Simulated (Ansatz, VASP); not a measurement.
SnO2 in VASP and in Ansatz

```
CELL_PARAMETERS angstrom
5.01362 0.00000 0.00000
0.00000 5.01363 0.00000
0.00000 0.00000 3.36253
ATOMIC_POSITIONS crystal
Sn 0.50000 0.50000 0.50000
Sn 0.00000 0.00000 0.00000
O 0.31011 0.31011 0.00000
O 0.81011 0.18989 0.50000
O 0.18989 0.81011 0.50000
O 0.68989 0.68989 0.00000
```

Alike in both runs: functional PBE; k mesh 6 × 6 × 10; occupations gaussian, width 0.05 eV; no spin polarisation.

Ansatz relaxed the structure, and its values are those at the end. VASP's run is a single point on that final structure, the one shown.

```csv
,VASP,Ansatz
version,VASP 6.6.1,Ansatz 0.2.0
potentials or method,"VASP PAW PBE potentials, release 64 (Sn_d, O), cutoff 520 eV","scalar-relativistic, plane waves, PAW"
valence electrons in the cell,52,52
```

|  | VASP | Ansatz | Ansatz less VASP |
| --- | --- | --- | --- |
| gap on the k mesh at the Fermi level (eV) | 0.06 | 0.06 | 0.000 |
| least direct gap on the mesh (eV) | 0.35 | 0.33 | -0.015 |
| pressure (GPa) | -14.4 | -14.8 | -0.38 |
| rms of the force components (eV/Å) | 0.012 | 0.002 | -0.0102 |

Ansatz's warnings: stress scf threshold loose.
